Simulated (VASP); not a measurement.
**KTaO3: single point with PBE**

Crystal: KTaO3.

```
CELL_PARAMETERS angstrom
3.90688 0.00000 0.00000
0.00000 3.90688 0.00000
0.00000 0.00000 3.90688
ATOMIC_POSITIONS crystal
Ta 0.00000 0.00000 0.00000
K 0.50000 0.50000 0.50000
O 0.00000 0.00000 0.50000
O 0.00000 0.50000 0.00000
O 0.50000 0.00000 0.00000
```

This cell differs from its parent crystal: volume scaled by 0.94.

```json
{
  "Program": "VASP 6.6.1",
  "Task": "single point",
  "Functional": "PBE",
  "Potentials or basis": "VASP PAW PBE potentials, release 64 (Ta_pv, K_sv, O)",
  "Cutoff": "520 eV",
  "k mesh": "7 × 7 × 7",
  "Occupations": "fermi-dirac, width 0.05 eV",
  "Spin": "no spin polarisation"
}
```

```json
{
  "Pressure": "21.4 GPa",
  "Band gap on the k mesh": "2.37 eV, indirect (least direct gap 2.89 eV)"
}
```

Levels at points of the mesh, in eV from the valence-band top:
```
           k point  band 16  band 17  band 18  band 19  band 20  band 21  band 22  band 23
(0.00, 0.00, 0.00)    -1.09    -0.52    -0.52    -0.52     2.37     2.37     2.37     7.20
```

Run time: 28 s on 1 thread of Intel(R) Xeon(R) Platinum 8488C (Sapphire Rapids) (shared host), peak memory 0.18 GiB.

Caveat: spin-orbit coupling is left out, which moves the levels of the heavy elements. A k mesh can miss the band edges.
